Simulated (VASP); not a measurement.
# KBr (P1) in VASP: single point with PBE

Aim: the single point of KBr with PBE.

Everything below comes from runs of VASP 6.6.1. Logs are shortened: lines on timing, memory, paths and dates and some standing lists are left out, and cuts for length are marked.

**1. The cell of the first run**

The typed cell holds 16 atoms: a = 9.340 Å, b = 9.340 Å, c = 9.340 Å, α = 60.00°, β = 60.00°, γ = 60.00°.

**2. Single point, PBE**

The input, INCAR:

```
  ALGO = Normal
  EDIFF = 1E-6
  ENCUT = 520
  GGA = PE
  ISIF = 2
  ISMEAR = -1
  LASPH = T
  LCHARG = F
  LREAL = Auto
  LWAVE = F
  NBANDS = 78
  NELM = 80
  PREC = Accurate
  SIGMA = 0.086
```

The input, KPOINTS:

```
k-points
0
Gamma
  2 2 2
```

The input, POSCAR:

```
KBr
1.0
    0.0000000000      6.6044956402      6.6044956402
    6.6044956402      0.0000000000      6.6044956402
    6.6044956402      6.6044956402      0.0000000000
K Br
8 8
Direct
    0.0118162694      0.0151673202     -0.0094281991
    0.0194126860     -0.0076543316      0.5046538270
    0.0107160340      0.4636740134      0.0045423605
    0.0052742862      0.4874496366      0.5136725323
    0.4734057936      0.0371078298     -0.0060468660
    0.5038319625      0.0074531051      0.4786784900
    0.5278761907      0.5028284037     -0.0273657535
    0.4534840604      0.5542941807      0.4879304455
    0.2101199812      0.2557431471      0.2687108292
    0.2671334945      0.2513789228      0.7269413535
    0.2454899796      0.7537446871      0.2462443143
    0.2605940096      0.7425929650      0.7828785545
    0.7625798054      0.2389688912      0.2560640649
    0.7496936586      0.2433362951      0.7608085119
    0.7499085880      0.7207142315      0.2536307224
    0.7516339279      0.7640051981      0.7308330966
```

Potentials or basis: VASP PAW PBE potentials, release 64 (K_sv, Br).

Started as:

```
$ cat potpaw_PBE.64/K_sv/POTCAR potpaw_PBE.64/Br/POTCAR > POTCAR
$ mpirun -np 1 vasp_std > vasp.out
```

OUTCAR:

```text
EDIFF = 1E-6
   ENCUT = 520
   GGA = PE
   ISIF = 2
   ISMEAR = -1
   LASPH = T
   LREAL = Auto
   NELM = 80
   PREC = Accurate

 ion  position               nearest neighbor table
   1  0.012  0.015  0.991-  12 3.19  11 3.24  13 3.24  10 3.25  14 3.26
   2  0.019  0.992  0.505-   9 3.02  16 3.29  11 3.29
   3  0.011  0.464  0.005-   9 3.08  13 3.13  10 3.25
   4  0.005  0.487  0.514-  10 3.15   9 3.16  16 3.27  14 3.30
   5  0.473  0.037  0.994-  10 3.15  14 3.20   9 3.27
   6  0.504  0.007  0.479-  13 3.25  10 3.25
   7  0.528  0.503  0.973-  12 3.04  14 3.12  16 3.21
   8  0.453  0.554  0.488-  11 2.98  15 3.12  12 3.26  10 3.28
   9  0.210  0.256  0.269-   2 3.02   3 3.08   4 3.16   5 3.27
  10  0.267  0.251  0.727-   5 3.15   4 3.15   3 3.25   1 3.25   6 3.25   8 3.28
  11  0.245  0.754  0.246-   8 2.98   1 3.24   2 3.29
  12  0.261  0.743  0.783-   7 3.04   1 3.19   8 3.26
  13  0.763  0.239  0.256-   3 3.13   1 3.24   6 3.25
  14  0.750  0.243  0.761-   7 3.12   5 3.20   1 3.26   4 3.30
  15  0.750  0.721  0.254-   8 3.12
  16  0.752  0.764  0.731-   7 3.21   4 3.27   2 3.29

  LATTYP: Found a face centered cubic cell.
 ALAT       =    13.2089912804

  Lattice vectors:

 A1 = (   0.0000000000,   6.6044956402,   6.6044956402)
 A2 = (   6.6044956402,   0.0000000000,   6.6044956402)
 A3 = (   6.6044956402,   6.6044956402,   0.0000000000)

Analysis of symmetry for initial positions (statically):
=====================================================================
 Subroutine PRICEL returns:
 Original cell was already a primitive cell.

 Routine SETGRP: Setting up the symmetry group for a
 face centered cubic supercell.

 Subroutine GETGRP returns: Found  1 space group operations
 (whereof  1 operations were pure point group operations)
 out of a pool of 48 trial point group operations.

The static configuration has the point symmetry C_1 .

Analysis of symmetry for dynamics (positions and initial velocities):
=====================================================================
 Subroutine PRICEL returns:
 Original cell was already a primitive cell.

 Routine SETGRP: Setting up the symmetry group for a
 face centered cubic supercell.

 Subroutine GETGRP returns: Found  1 space group operations
 (whereof  1 operations were pure point group operations)
 out of a pool of 48 trial point group operations.

The dynamic configuration has the point symmetry C_1 .

 Subroutine INISYM returns: Found  1 space group operations
 (whereof  1 operations are pure point group operations),
 and found     1 'primitive' translations

----------------------------------------------------------------------------------------

                                     Primitive cell

  volume of cell :     576.1678

  direct lattice vectors                    reciprocal lattice vectors
     0.000000000  6.604495640  6.604495640    -0.075706008  0.075706008  0.075706008
     6.604495640  0.000000000  6.604495640     0.075706008 -0.075706008  0.075706008
     6.604495640  6.604495640  0.000000000     0.075706008  0.075706008 -0.075706008

  length of vectors
     9.340167307  9.340167307  9.340167307     0.131126652  0.131126652  0.131126652

  position of ions in fractional coordinates (direct lattice)
     0.011816269  0.015167320  0.990571801
     0.019412686  0.992345668  0.504653827
     0.010716034  0.463674013  0.004542360
     0.005274286  0.487449637  0.513672532
     0.473405794  0.037107830  0.993953134
     0.503831963  0.007453105  0.478678490
[... 8 lines left out ...]
     0.749908588  0.720714231  0.253630722
     0.751633928  0.764005198  0.730833097

  ion indices of the primitive-cell ions
   primitive index   ion index
                 1           1
                 2           2
                 3           3
                 4           4
                 5           5
                 6           6
[... 8 lines left out ...]
                15          15
                16          16

----------------------------------------------------------------------------------------

 KPOINTS: k-points

Automatic generation of k-mesh.
 Grid dimensions read from file:
 generate k-points for:    2    2    2

 Generating k-lattice:

  Cartesian coordinates                     Fractional coordinates (reciprocal lattice)
    -0.037853004  0.037853004  0.037853004     0.500000000  0.000000000  0.000000000
     0.037853004 -0.037853004  0.037853004     0.000000000  0.500000000  0.000000000
     0.037853004  0.037853004 -0.037853004     0.000000000  0.000000000  0.500000000

  Length of vectors
     0.065563326  0.065563326  0.065563326

  Shift w.r.t. Gamma in fractional coordinates (k-lattice)
     0.000000000  0.000000000  0.000000000

 Subroutine IBZKPT returns following result:
 ===========================================

 Found      8 irreducible k-points:

 Following reciprocal coordinates:
            Coordinates               Weight
  0.000000  0.000000  0.000000      1.000000
  0.500000  0.000000  0.000000      1.000000
  0.000000  0.500000  0.000000      1.000000
  0.000000  0.000000  0.500000      1.000000
  0.500000  0.500000  0.500000      1.000000
  0.500000  0.500000  0.000000      1.000000
  0.000000  0.500000  0.500000      1.000000
  0.500000  0.000000  0.500000      1.000000
   k-points           NKPTS =      8   k-points in BZ     NKDIM =      8   number of bands    NBANDS=     78
   number of dos      NEDOS =    301   number of ions     NIONS =     16
   total plane-waves  NPLWV = 343000
   dimension x,y,z NGX =    70 NGY =   70 NGZ =   70
   dimension x,y,z NGXF=   140 NGYF=  140 NGZF=  140
   ions per type =               8   8
   NGX,Y,Z   is equivalent  to a cutoff of  12.46, 12.46, 12.46 a.u.
   NGXF,Y,Z  is equivalent  to a cutoff of  24.92, 24.92, 24.92 a.u.
 SYSTEM =  unknown system
   PREC   = accura    normal or accurate (medium, high low for compatibility)
   ISTART =      0    job   : 0-new  1-cont  2-samecut
   ICHARG =      2    charge: 1-file 2-atom 10-const
   ISPIN  =      1    spin polarized calculation?
   LNONCOLLINEAR =      F non collinear calculations
   LSORBIT =      F    spin-orbit coupling
   LASPH  =      T    aspherical Exc in radial PAW
   ENCUT  =  520.0 eV  38.22 Ry    6.18 a.u.  17.37 17.37 17.37*2*pi/ulx,y,z
   NELM   =     80;   NELMIN=  2; NELMDL= -5     # of ELM steps
   EDIFF  = 0.1E-05   stopping-criterion for ELM
   LREAL  =      T    real-space projection
   EDIFFG = 0.1E-04   stopping-criterion for IOM
   NSW    =      0    number of steps for IOM
   IBRION =     -1    ionic relax: 0-MD 1-quasi-New 2-CG
   NFREE  =      0    steps in history (QN), initial steepest desc. (CG)
   ISIF   =      2    stress and relaxation
   ISYM   =      2    0-nonsym 1-usesym 2-fastsym
   POTIM  = 0.5000    time-step for ionic-motion
   TEBEG  =    0.0;   TEEND  =   0.0 temperature during run
   PSTRESS=    0.0 pullay stress
   NELECT =     128.0000    total number of electrons
   NUPDOWN=      -1.0000    fix difference up-down
   EMIN   =  10.00;   EMAX   =-10.00  energy-range for DOS
   EFERMI =   0.00;   METHOD = LEGACY
   ISMEAR =    -1;   SIGMA  =   0.09  broadening in eV -4-tet -1-fermi 0-gaus
   EFERMI_NEDOS =   21; number of points for ismear=-14 and -15
   IALGO  =     38    algorithm
   IMIX   =      4    mixing-type and parameters
     AMIX     =   0.40;   BMIX     =  1.00
     AMIX_MAG =   1.60;   BMIX_MAG =  1.00
  volume/ion in A,a.u.               =      36.01       243.01
  Fermi-wavevector in a.u.,A,eV,Ry     =   0.991506  1.873674 13.375661  0.983083
  Thomas-Fermi vector in A             =   2.123252
   LORBIT       =      0    0 simple, 1 ext, 2 COOP (PROOUT), +10 PAW based schemes
   GGA     = PE    functional components
   LHFCALC =     F    Hartree Fock is set to
   AEXX    =    0.0000 exact exchange contribution
   IVDW    =     0    specifies the selected vdW correction
   LEPSILON=     F    determine dielectric tensor
   LRPA    =     F    only Hartree local field effects (RPA)
 non-spin polarized calculation
  energy-cutoff  :      520.00
  volume of cell :      576.17
 maximum number of plane-waves:     15593
 NGX is ok and might be reduce to    70
   NGX = 35   NGY = 35   NGZ = 35

 number of electron     127.9999996 magnetization

 Free energy of the ion-electron system (eV)
  ---------------------------------------------------
  ext. energy  EPLUGINS =         0.00000000
  ---------------------------------------------------
  free energy    TOTEN  =       -49.03412799 eV

  energy without entropy =      -49.03412799  energy(sigma->0) =      -49.03412799

 E-fermi :   0.5366     XC(G=0):  -7.3516

 val. band max:       -1.5947166655   @ k =   0.0000   0.0000   0.0000
 cond. band min:       2.6487976694   @ k =   0.0000   0.0000   0.0000
 fundamental gap:      4.2435143349
 Fermi energy:         0.5366061793

 k-point     1 :       0.0000    0.0000    0.0000
  band No.  band energies     occupation
      1     -29.6955      2.00000
      2     -29.5941      2.00000
      3     -29.5615      2.00000
      4     -29.5360      2.00000
      5     -29.5287      2.00000
      6     -29.5242      2.00000
[... 68 lines left out ...]
     75       5.4415      0.00000
     76       5.7909      0.00000

 k-point     2 :       0.5000    0.0000    0.0000
  band No.  band energies     occupation
      1     -29.6955      2.00000
      2     -29.5941      2.00000
      3     -29.5614      2.00000
      4     -29.5360      2.00000
      5     -29.5285      2.00000
      6     -29.5245      2.00000
[... 68 lines left out ...]
     75       5.6901      0.00000
     76       5.6953      0.00000

 k-point     3 :       0.0000    0.5000    0.0000
  band No.  band energies     occupation
      1     -29.6955      2.00000
      2     -29.5941      2.00000
      3     -29.5614      2.00000
      4     -29.5360      2.00000
      5     -29.5285      2.00000
      6     -29.5244      2.00000
[... 384 lines left out ...]
     75       5.4676      0.00000
     76       5.6004      0.00000

 k-point     8 :       0.5000    0.0000    0.5000
  band No.  band energies     occupation
      1     -29.6955      2.00000
      2     -29.5941      2.00000
      3     -29.5614      2.00000
      4     -29.5359      2.00000
      5     -29.5286      2.00000
      6     -29.5244      2.00000
[... 68 lines left out ...]
     75       5.4407      0.00000
     76       5.5770      0.00000
 [bands above 76 left out]

------------------------ aborting loop because EDIFF is reached ----------------------------------------

  FORCE on cell =-STRESS in cart. coord.  units (eV):
  Direction    XX          YY          ZZ          XY          YZ          ZX
  --------------------------------------------------------------------------------------
  -------------------------------------------------------------------------------------
  Total        3.2728392      5.0129839      4.2463407      0.1102259      0.1533506      0.0981148
  in kB        9.1009407     13.9398442     11.8080030      0.3065104      0.4264294      0.2728325
  external PRESSURE =      11.6162626 kB  Pullay stress =       0.0000000 kB

 VOLUME and BASIS-vectors are now :
 -----------------------------------------------------------------------------
  energy-cutoff  :      520.00
  volume of cell :      576.17
      direct lattice vectors                 reciprocal lattice vectors
     0.000000000  6.604495640  6.604495640    -0.075706008  0.075706008  0.075706008
     6.604495640  0.000000000  6.604495640     0.075706008 -0.075706008  0.075706008
     6.604495640  6.604495640  0.000000000     0.075706008  0.075706008 -0.075706008

 POSITION                                       TOTAL-FORCE (eV/Angst)
 -----------------------------------------------------------------------------------
      6.64240      6.62027      0.17821        -0.024522      0.008625     -0.318491
      9.88693      3.46120      6.68215         0.153108     -0.079927     -0.457055
      3.09233      0.10077      3.13311         0.329049     -0.343650      0.267465
      6.61191      3.42738      3.25419         0.081657     -0.393238      0.037143
      6.80964      9.69117      3.37169        -0.289599      0.351058     -0.058491
      3.21065      6.48899      3.37678        -0.106856      0.120114     -0.011325
[... 8 lines left out ...]
      6.43506      6.62787      9.71272         0.165501     -0.122187      0.290926
      9.87265      9.79095     10.01003         0.055410      0.172501      0.002938
 -----------------------------------------------------------------------------------
    total drift:                                0.000571     -0.007898     -0.015496

  FREE ENERGIE OF THE ION-ELECTRON SYSTEM (eV)
  ---------------------------------------------------
  free  energy   TOTEN  =       -49.0341279884 eV

  energy  without entropy=      -49.0341279883  energy(sigma->0) =      -49.03412799
```

Wall time 20 min (1 thread of Oxide Virtual Turin-like, shared host); peak memory 0.74 GiB.

Results:

* Free energy: -49.0341 eV
* Pressure: 1.2 GPa
* Largest force: 0.690 eV/Å
* Band gap on the k mesh: 4.24 eV, direct

Forces in eV/Å, atoms in the order of the input:
```
K   -0.025  0.009 -0.318
K    0.153 -0.080 -0.457
K    0.329 -0.344  0.267
K    0.082 -0.393  0.037
K   -0.290  0.351 -0.058
K   -0.107  0.120 -0.011
K    0.290  0.307 -0.111
K   -0.242  0.645 -0.050
Br  -0.229  0.328  0.485
Br   0.095 -0.002 -0.004
Br  -0.048 -0.287  0.055
Br  -0.175 -0.483 -0.048
Br   0.047 -0.172 -0.118
Br  -0.103 -0.048  0.038
Br   0.166 -0.122  0.291
Br   0.055  0.173  0.003
```

Levels at points of the mesh, in eV from the valence-band top:
```
           k point  band 62  band 63  band 64  band 65  band 66  band 67
(0.00, 0.00, 0.00)    -0.08    -0.02     0.00     4.24     5.72     5.72
(0.50, 0.00, 0.00)    -0.26    -0.07    -0.04     5.41     5.56     6.27
(0.00, 0.50, 0.00)    -0.24    -0.14    -0.06     5.44     5.51     6.30
(0.00, 0.00, 0.50)    -0.24    -0.15    -0.08     5.45     5.47     6.29
(0.50, 0.50, 0.50)    -0.21    -0.16    -0.07     5.46     5.48     6.28
(0.50, 0.50, 0.00)    -0.24    -0.17    -0.06     5.64     5.71     6.20
(0.00, 0.50, 0.50)    -0.21    -0.15    -0.08     5.61     5.78     6.26
(0.50, 0.00, 0.50)    -0.25    -0.16    -0.09     5.64     5.72     6.32
```
